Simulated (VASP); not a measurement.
# Sn (I4_1/amd) in VASP: further runs

Sn is run at these levels: r2SCAN, PBE, LDA; tasks: single point, relaxation of cell and atoms.

Everything below comes from runs of VASP 6.6.1. Logs are shortened: lines on timing, memory, paths and dates and some standing lists are left out, and cuts for length are marked.

**1. The cell of the first run**

The structure is tetragonal, space group I4_1/amd (No. 141). The conventional cell has a = 5.929 Å, b = 5.929 Å, c = 3.233 Å, α = 90.00°, β = 90.00°, γ = 90.00°. Within 4.0 Å of Sn (site symmetry -4m2) lie 10 Sn at 3.07 to 3.83 Å.

**2. Single point, r2SCAN**

The input, POSCAR:

```
Sn
1.0
   -2.9643162528      2.9643162528      1.6163469659
    2.9643162528     -2.9643162528      1.6163469659
    2.9643162528      2.9643162528     -1.6163469659
Sn
2
Direct
    0.7500000000      0.2500000000      0.5000000000
    0.0000000000      0.0000000000      0.0000000000
```

The input, INCAR.step1:

```
SYSTEM = Sn
PREC = Accurate
ENCUT = 520
ISMEAR = 0
SIGMA = 0.1
LREAL = .FALSE.
LASPH = .TRUE.
NELM = 100
NBANDS = 21
GGA = PE
ALGO = Normal
EDIFF = 1E-4
LWAVE = .TRUE.
LCHARG = .FALSE.
```

The input, INCAR.step2:

```
SYSTEM = Sn
PREC = Accurate
ENCUT = 520
EDIFF = 1E-6
ISMEAR = 0
SIGMA = 0.1
LREAL = .FALSE.
LASPH = .TRUE.
NELM = 100
ALGO = Normal
ISIF = 2
LWAVE = .FALSE.
LCHARG = .FALSE.
METAGGA = R2SCAN
LMIXTAU = .TRUE.
NBANDS = 21
ISTART = 1
```

The input, KPOINTS:

```
regular mesh
0
G
  14 14 14
  0 0 0
```

Potentials or basis: VASP PAW PBE potentials, release 64 (Sn_d).

The run is started by

```
cat potpaw_PBE.64/Sn_d/POTCAR > POTCAR
cp INCAR.step1 INCAR
mpirun -np 1 vasp_std > vasp.out
cp INCAR.step2 INCAR
mpirun -np 1 vasp_std > vasp.out
```

OUTCAR:

```text
SYSTEM = Sn
   PREC = Accurate
   ENCUT = 520
   EDIFF = 1E-6
   ISMEAR = 0
   LREAL = .FALSE.
   LASPH = .TRUE.
   NELM = 100
   ISIF = 2
   METAGGA = R2SCAN
   ISTART = 1

 ion  position               nearest neighbor table
   1  0.750  0.250  0.500-   2 3.07   2 3.07   2 3.07   2 3.07
   2  0.000  0.000  0.000-   1 3.07   1 3.07   1 3.07   1 3.07

  LATTYP: Found a body centered tetragonal cell.
 ALAT       =     5.9286325056
 C/A-ratio  =     0.5452680578

  Lattice vectors:

 A1 = (  -2.9643162528,   2.9643162528,   1.6163469659)
 A2 = (   2.9643162528,  -2.9643162528,   1.6163469659)
 A3 = (   2.9643162528,   2.9643162528,  -1.6163469659)

Analysis of symmetry for initial positions (statically):
=====================================================================
 Subroutine PRICEL returns:
 Original cell was already a primitive cell.

 Routine SETGRP: Setting up the symmetry group for a
 body centered tetragonal supercell.

 Subroutine GETGRP returns: Found 16 space group operations
 (whereof  8 operations were pure point group operations)
 out of a pool of 16 trial point group operations.

The static configuration has the point symmetry D_2d.
 The point group associated with its full space group is D_4h.

Analysis of symmetry for dynamics (positions and initial velocities):
=====================================================================
 Subroutine PRICEL returns:
 Original cell was already a primitive cell.

 Routine SETGRP: Setting up the symmetry group for a
 body centered tetragonal supercell.

 Subroutine GETGRP returns: Found 16 space group operations
 (whereof  8 operations were pure point group operations)
 out of a pool of 16 trial point group operations.

The dynamic configuration has the point symmetry D_2d.
 The point group associated with its full space group is D_4h.

 Subroutine INISYM returns: Found 16 space group operations
 (whereof  8 operations are pure point group operations),
 and found     1 'primitive' translations

----------------------------------------------------------------------------------------

                                     Primitive cell

  volume of cell :      56.8125

  direct lattice vectors                    reciprocal lattice vectors
    -2.964316253  2.964316253  1.616346966     0.000000000  0.168672961  0.309339523
     2.964316253 -2.964316253  1.616346966     0.168672961  0.000000000  0.309339523
[... 82 lines left out ...]
   LASPH  =      T    aspherical Exc in radial PAW
   ENCUT  =  520.0 eV  38.22 Ry    6.18 a.u.   8.35  8.35  8.35*2*pi/ulx,y,z
   NELM   =    100;   NELMIN=  2; NELMDL=  0     # of ELM steps
   EDIFF  = 0.1E-05   stopping-criterion for ELM
   LREAL  =      F    real-space projection
   EDIFFG = 0.1E-04   stopping-criterion for IOM
   NSW    =      0    number of steps for IOM
   IBRION =     -1    ionic relax: 0-MD 1-quasi-New 2-CG
   NFREE  =      0    steps in history (QN), initial steepest desc. (CG)
   ISIF   =      2    stress and relaxation
   ISYM   =      2    0-nonsym 1-usesym 2-fastsym
   POTIM  = 0.5000    time-step for ionic-motion
   TEBEG  =    0.0;   TEEND  =   0.0 temperature during run
   PSTRESS=    0.0 pullay stress
   NELECT =      28.0000    total number of electrons
   NUPDOWN=      -1.0000    fix difference up-down
   EMIN   =  10.00;   EMAX   =-10.00  energy-range for DOS
   EFERMI =   0.00;   METHOD = LEGACY
   ISMEAR =     0;   SIGMA  =   0.10  broadening in eV -4-tet -1-fermi 0-gaus
   EFERMI_NEDOS =   21; number of points for ismear=-14 and -15
   IALGO  =     38    algorithm
   IMIX   =      4    mixing-type and parameters
     AMIX     =   0.40;   BMIX     =  1.00
     AMIX_MAG =   1.60;   BMIX_MAG =  1.00
  volume/ion in A,a.u.               =      28.41       191.69
  Fermi-wavevector in a.u.,A,eV,Ry     =   1.293142  2.443684 22.751891  1.672217
  Thomas-Fermi vector in A             =   2.424806
   LORBIT       =      0    0 simple, 1 ext, 2 COOP (PROOUT), +10 PAW based schemes
   METAGGA = R2SCAN    functional components
   LHFCALC =     F    Hartree Fock is set to
   AEXX    =    0.0000 exact exchange contribution
   IVDW    =     0    specifies the selected vdW correction
   LEPSILON=     F    determine dielectric tensor
   LRPA    =     F    only Hartree local field effects (RPA)
 non-spin polarized calculation
 Gauss-broadening in eV      SIGMA  =   0.10
  energy-cutoff  :      520.00
  volume of cell :       56.81
 maximum number of plane-waves:      1547
 NGX is ok and might be reduce to    36
   NGX = 17   NGY = 17   NGZ = 17

 number of electron      27.9999990 magnetization

 Free energy of the ion-electron system (eV)
  ---------------------------------------------------
  ext. energy  EPLUGINS =         0.00000000
  ---------------------------------------------------
  free energy    TOTEN  =       -49.23595854 eV

  energy without entropy =      -49.23001331  energy(sigma->0) =      -49.23298593

 E-fermi :   7.3457     XC(G=0): -10.8887

 val. band max:        7.3069721356   @ k =  -0.2143  -0.2143   0.0714
 cond. band min:       7.3619280239   @ k =   0.5000   0.4286  -0.0000
 fundamental gap:      0.0549558883
 Fermi energy:         7.3456657903

 k-point     1 :       0.0000    0.0000    0.0000
  band No.  band energies     occupation
      1     -14.9366      2.00000
      2     -14.8558      2.00000
      3     -14.8101      2.00000
      4     -14.8041      2.00000
      5     -14.6614      2.00000
      6     -14.6613      2.00000
[... 565 lines left out ...]
     20      15.4094      0.00000
     21      16.6717      0.00000

 [... further k-points ...]

------------------------ aborting loop because EDIFF is reached ----------------------------------------

  FORCE on cell =-STRESS in cart. coord.  units (eV):
  Direction    XX          YY          ZZ          XY          YZ          ZX
  --------------------------------------------------------------------------------------
  -------------------------------------------------------------------------------------
  Total       -0.5788895     -0.5788895     -0.4576399      0.0000000      0.0000000      0.0000000
  in kB      -16.3253530    -16.3253530    -12.9059748      0.0000000      0.0000000      0.0000000
  external PRESSURE =     -15.1855603 kB  Pullay stress =       0.0000000 kB

 VOLUME and BASIS-vectors are now :
 -----------------------------------------------------------------------------
  energy-cutoff  :      520.00
  volume of cell :       56.81
      direct lattice vectors                 reciprocal lattice vectors
    -2.964316253  2.964316253  1.616346966     0.000000000  0.168672961  0.309339523
     2.964316253 -2.964316253  1.616346966     0.168672961  0.000000000  0.309339523
     2.964316253  2.964316253 -1.616346966     0.168672961  0.168672961  0.000000000

 POSITION                                       TOTAL-FORCE (eV/Angst)
 -----------------------------------------------------------------------------------
     -0.00000      2.96432      0.80817        -0.000000     -0.000000      0.000000
      0.00000      0.00000      0.00000         0.000000      0.000000     -0.000000
 -----------------------------------------------------------------------------------
    total drift:                               -0.000000      0.000000     -0.000000

  FREE ENERGIE OF THE ION-ELECTRON SYSTEM (eV)
  ---------------------------------------------------
  free  energy   TOTEN  =       -49.2359585438 eV

  energy  without entropy=      -49.2300133133  energy(sigma->0) =      -49.23298593
```

OUTCAR.step1:

```text
SYSTEM = Sn
   PREC = Accurate
   ENCUT = 520
   ISMEAR = 0
   LREAL = .FALSE.
   LASPH = .TRUE.
[... 801 lines left out ...]
     -0.00000      2.96432      0.80817        -0.000000      0.000000     -0.000000
      0.00000      0.00000      0.00000         0.000000     -0.000000      0.000000
 -----------------------------------------------------------------------------------
    total drift:                               -0.000000      0.000000     -0.000000

  FREE ENERGIE OF THE ION-ELECTRON SYSTEM (eV)
  ---------------------------------------------------
  free  energy   TOTEN  =        -7.6092592985 eV

  energy  without entropy=       -7.6025193629  energy(sigma->0) =       -7.60588933
```

OSZICAR.step1:

```text
N       E                     dE             d eps       ncg     rms          rms(c)
DAV:   1     0.223175093949E+03    0.22318E+03   -0.14383E+04 10430   0.205E+03
DAV:   2     0.157873661269E+02   -0.20739E+03   -0.20314E+03 10313   0.456E+02
DAV:   3    -0.687995559496E+01   -0.22667E+02   -0.22494E+02 11948   0.135E+02
DAV:   4    -0.759618742500E+01   -0.71623E+00   -0.71589E+00 11536   0.266E+01
DAV:   5    -0.762564797480E+01   -0.29461E-01   -0.29460E-01 14559   0.509E+00    0.219E+00
DAV:   6    -0.761198973066E+01    0.13658E-01   -0.30924E-02 13848   0.241E+00    0.123E+00
DAV:   7    -0.760926259688E+01    0.27271E-02   -0.17956E-02 13910   0.184E+00    0.160E-01
DAV:   8    -0.760925347534E+01    0.91215E-05   -0.19755E-03 12530   0.581E-01    0.367E-02
DAV:   9    -0.760925929849E+01   -0.58231E-05   -0.46312E-05  7234   0.713E-02
   1 F= -.76092593E+01 E0= -.76058893E+01  d E =-.673994E-02
```

Run time: 17 min. Hardware: 1 thread of Intel Xeon Platinum 8259CL at 2.50GHz (Skylake/Cascade Lake), shared host; peak memory 0.38 GiB.

What came out:

```
Free energy            : -49.2360 eV
Pressure               : -1.5 GPa
Band gap on the k mesh : zero (bands 14 and 15 overlap by 3.97 eV)
```

Stress tensor (GPa, compression positive):
```
-1.63  0.00  0.00
 0.00 -1.63  0.00
 0.00  0.00 -1.29
```

Levels at points of the mesh, in eV from the Fermi level:
| k point | band 10 | band 11 | band 12 | band 13 | band 14 | band 15 | band 16 | band 17 | band 18 | band 19 |
| --- | --- | --- | --- | --- | --- | --- | --- | --- | --- | --- |
| (0.00, 0.00, 0.00) | -21.81 | -11.31 | -3.77 | -2.02 | -2.02 | 3.44 | 6.33 | 6.34 | 6.91 | 6.99 |
| (0.50, 0.00, 0.00) | -21.87 | -7.10 | -5.47 | -2.34 | -1.75 | -1.18 | 2.57 | 2.92 | 4.76 | 7.58 |
| (0.50, 0.50, 0.00) | -21.93 | -9.04 | -9.04 | 0.58 | 0.58 | 1.73 | 1.73 | 6.21 | 6.21 | 9.78 |
| (0.50, 0.50, 0.50) | -21.99 | -7.74 | -7.74 | -4.76 | -4.76 | 5.18 | 5.18 | 9.51 | 9.51 | 13.25 |

Caveat: the PAW data sets were made with another functional, which shifts forces and pressure a little; spin-orbit coupling is left out, which moves the levels of the heavy elements.

**3. Relaxation of cell and atoms, PBE**

This run uses another cell than the first one, of 27.65 Å³/atom.

The input, INCAR:

```
SYSTEM = Sn
  PREC = Accurate
  ENCUT = 600
  EDIFF = 1E-6
  ISMEAR = 0
  SIGMA = 0.1
  LREAL = .False.
  LASPH = .True.
  NELM = 80
  ALGO = Fast
  ISIF = 3
  LWAVE = .False.
  LCHARG = .False.
  GGA = PE
  IBRION = 2
  NSW = 100
  EDIFFG = -0.005
```

The input, KPOINTS:

```
regular mesh
0
Gamma
  14 14 14
  0 0 0
```

The input, POSCAR:

```
Sn
1.0
   -2.9401404553      2.9401404553      1.5993019889
    2.9401404553     -2.9401404553      1.5993019889
    2.9401404553      2.9401404553     -1.5993019889
Sn
2
Direct
    0.7500000000      0.2500000000      0.5000000000
    0.0000000000      0.0000000000      0.0000000000
```

Potentials or basis: VASP PAW PBE potentials, release 64 (Sn_d).

The run is started by

```
cat potpaw_PBE.64/Sn_d/POTCAR > POTCAR
mpirun -np 1 vasp_std > vasp.out
```

Wall time 30 min (1 thread of Intel Xeon Platinum 8259CL at 2.50GHz (Skylake/Cascade Lake), shared host); peak memory 0.4 GiB.

It converged, with:

```
Free energy                           : -7.6092 eV
Relaxed volume                        : 28.41 Å³/atom
Relaxed cell                          : a = 4.491 Å, b = 4.491 Å, c = 4.491 Å, α = 97.46°, β = 97.46°, γ = 137.76°
Space group after relaxing (to 0.1 Å) : I4_1/amd (No. 141)
Energy gained by relaxing             : 3.1 meV/atom
Ionic steps                           : 17
Pressure after relaxing               : 0.0 GPa
Band gap on the k mesh                : zero (bands 14 and 15 overlap by 3.78 eV)
```

Step by step:
```csv
step,energy change (eV),largest force (eV/Å),pressure (GPa),volume (Å³)
1,0.0000,0.0000,1.34,55.30
2,-0.0058,0.0000,-0.44,57.18
3,-0.0062,0.0000,0.07,56.76
4,-0.0062,0.0000,-0.10,56.82
5,-0.0062,0.0000,0.06,56.68
6,-0.0062,0.0000,0.03,56.72
7,-0.0062,0.0000,0.07,56.72
8,-0.0062,0.0000,-0.02,56.77
9,-0.0062,0.0000,0.06,56.75
10,-0.0062,0.0000,0.04,56.76
11,-0.0062,0.0000,0.06,56.76
12,-0.0062,0.0000,0.06,56.77
13,-0.0062,0.0000,0.04,56.77
14,-0.0062,0.0000,-0.03,56.82
15,-0.0062,0.0000,0.00,56.82
16,-0.0062,0.0000,0.00,56.82
17,-0.0062,0.0000,0.00,56.82
```

Final structure:
```xyz
2
Lattice="-2.9625 2.9625 1.6184 2.9625 -2.9625 1.6184 2.9625 2.9625 -1.6184" Properties=species:S:1:pos:R:3 pbc="T T T"
Sn    0.0000    2.9625    0.8092
Sn    0.0000    0.0000    0.0000
```

Levels at points of the mesh, in eV from the Fermi level:
| k point | band 11 | band 12 | band 13 | band 14 | band 15 | band 16 | band 17 | band 18 |
| --- | --- | --- | --- | --- | --- | --- | --- | --- |
| (0.00, 0.00, 0.00) | -10.79 | -3.73 | -1.84 | -1.84 | 3.06 | 6.03 | 6.03 | 6.51 |
| (0.50, 0.00, 0.00) | -6.84 | -5.26 | -2.32 | -1.58 | -1.06 | 2.29 | 2.75 | 4.48 |
| (0.50, 0.50, 0.00) | -8.64 | -8.64 | 0.62 | 0.62 | 1.52 | 1.52 | 5.79 | 5.79 |
| (0.50, 0.50, 0.50) | -7.41 | -7.41 | -4.54 | -4.54 | 4.85 | 4.85 | 8.99 | 8.99 |

Caveat: spin-orbit coupling is left out, which moves the levels of the heavy elements.

**4. Single point, r2SCAN**

The input, POSCAR:

```
Sn
1.0
   -2.9643162537      2.9643162537      1.6163469651
    2.9643162537     -2.9643162537      1.6163469651
    2.9643162537      2.9643162537     -1.6163469651
Sn
2
Direct
    0.7500000000      0.2500000000      0.5000000000
    0.0000000000      0.0000000000      0.0000000000
```

The input, INCAR.step1:

```
SYSTEM = Sn
PREC = Accurate ; ENCUT = 550
ISMEAR = 0 ; SIGMA = 0.1
LREAL = .FALSE. ; LASPH = .TRUE.
NELM = 120 ; NBANDS = 21
GGA = PE ; ALGO = Normal
EDIFF = 1E-5 ; LWAVE = .TRUE.
LCHARG = .FALSE. ; GGA_COMPAT = .FALSE.
```

The input, INCAR.step2:

```
SYSTEM = Sn
PREC = Accurate ; ENCUT = 550
EDIFF = 1E-6 ; ISMEAR = 0
SIGMA = 0.1 ; LREAL = .FALSE.
LASPH = .TRUE. ; NELM = 120
ALGO = Normal ; ISIF = 2
LWAVE = .FALSE. ; LCHARG = .TRUE.
METAGGA = R2SCAN ; LMIXTAU = .TRUE.
LELF = .TRUE. ; LVHAR = .TRUE.
NBANDS = 21 ; ISTART = 1
GGA_COMPAT = .FALSE.
```

The input, KPOINTS:

```
regular mesh
0
G
  21 21 21
  0 0 0
```

The run is started by

```
cat potpaw_PBE.64/Sn_d/POTCAR > POTCAR
cp INCAR.step1 INCAR
mpirun -np 1 vasp_std > vasp.out
cp INCAR.step2 INCAR
mpirun -np 1 vasp_std > vasp.out
```

Run time: 23 min. Hardware: 1 thread of Intel Xeon 6975P-C (Granite Rapids), shared host; peak memory 0.78 GiB.

It converged, with:

- Free energy: -49.2400 eV
- Pressure: -1.5 GPa
- Band gap on the k mesh: zero (bands 14 and 15 overlap by 4.43 eV)

Stress tensor (GPa, compression positive):
```
-1.39  0.00  0.00
 0.00 -1.39  0.00
 0.00  0.00 -1.72
```

Levels at points of the mesh, in eV from the Fermi level:
```csv
k point,band 12,band 13,band 14,band 15,band 16,band 17
"(0.00, 0.00, 0.00)",-3.77,-2.01,-2.01,3.45,6.34,6.34
```

Caveat: the PAW data sets were made with another functional, which shifts forces and pressure a little; spin-orbit coupling is left out, which moves the levels of the heavy elements.

**5. Single point, LDA, collinear spin**

The input, INCAR:

```
SYSTEM = Sn
PREC = Accurate ; ENCUT = 520
EDIFF = 1E-6 ; ISMEAR = 0
SIGMA = 0.1 ; LREAL = .FALSE.
LASPH = .TRUE. ; NELM = 150
ALGO = Fast ; ISIF = 2
LWAVE = .FALSE. ; LCHARG = .FALSE.
ISPIN = 2 ; MAGMOM = 1 0.5
LORBIT = 11 ; GGA = CA
NBANDS = 25
```

The input, KPOINTS:

```
Automatic mesh
0
G
  14 14 14
  0 0 0
```

POSCAR is that of step 4.

Potentials or basis: VASP PAW LDA potentials, release 64 (Sn_d).

The run is started by

```
cat potpaw_LDA.64/Sn_d/POTCAR > POTCAR
mpirun -np 1 vasp_std > vasp.out
```

Wall time 18 min (1 thread of Oxide Virtual Turin-like, shared host); peak memory 0.49 GiB.

The run converged. Its results:

```yaml
Free_energy: -8.9181 eV
Pressure: -4.0 GPa
Band_gap_on_the_k_mesh: zero (filled and empty bands overlap)
Net_moment: 0.00 μB per cell
Valence_electrons_inside_the_program's_atomic_spheres: Sn 12.21
```

Stress tensor (GPa, compression positive):
```
-4.07  0.00  0.00
 0.00 -4.07  0.00
 0.00  0.00 -3.95
```

Levels at points of the mesh, in eV from the Fermi level:
Spin up:
```
           k point  band 11  band 12  band 13  band 14  band 15  band 16  band 17  band 18
(0.00, 0.00, 0.00)   -10.80    -3.84    -1.83    -1.83     3.16     5.95     5.95     6.46
(0.50, 0.00, 0.00)    -6.88    -5.28    -2.36    -1.57    -1.04     2.36     2.72     4.45
(0.50, 0.50, 0.00)    -8.66    -8.66     0.62     0.62     1.50     1.50     5.77     5.77
(0.50, 0.50, 0.50)    -7.46    -7.46    -4.50    -4.50     4.86     4.86     8.85     8.85
```
Spin down:
```
           k point  band 12  band 13  band 14  band 15  band 16  band 17
(0.00, 0.00, 0.00)    -3.84    -1.83    -1.83     3.16     5.95     5.95
(0.50, 0.00, 0.00)    -5.28    -2.36    -1.57    -1.04     2.36     2.72
(0.50, 0.50, 0.00)    -8.66     0.62     0.62     1.50     1.50     5.77
(0.50, 0.50, 0.50)    -7.46    -4.50    -4.50     4.86     4.86     8.85
```

Caveat: the cell stands under tension; spin-orbit coupling is left out, which moves the levels of the heavy elements.

**6. The runs side by side**

```csv
task,level,potentials or basis,spin,cell,k mesh,cutoff (eV),gap on the mesh (eV),pressure (GPa)
single point,r2SCAN,"VASP PAW PBE potentials, release 64 (Sn_d)",off,"a = 4.493 Å, angles 97.4, 97.4, 137.8°, 2 atoms",14 × 14 × 14,520,none,-1.5
relaxation of cell and atoms,PBE,"VASP PAW PBE potentials, release 64 (Sn_d)",off,"relaxed from a = 4.455 Å, angles 97.4, 97.4, 137.9°, 2 atoms",14 × 14 × 14,600,none,0.0
single point,r2SCAN,"VASP PAW PBE potentials, release 64 (Sn_d)",off,"a = 4.493 Å, angles 97.4, 97.4, 137.8°, 2 atoms",21 × 21 × 21,550,none,-1.5
single point,LDA,"VASP PAW LDA potentials, release 64 (Sn_d)",collinear,"a = 4.493 Å, angles 97.4, 97.4, 137.8°, 2 atoms",14 × 14 × 14,520,none,-4.0
```

Alike in all rows: smearing gaussian 0.1 eV.

Caveats: spin-orbit coupling is left out, which moves the levels of the heavy elements; the PAW data sets were made with another functional, which shifts forces and pressure a little (at least some runs); the cell stands under tension (at least some runs).

Total energies depend on the potentials used, so only differences within one code and one set of settings carry meaning.

The gap in the log of VASP goes by the Fermi energy; the results here count the filled bands.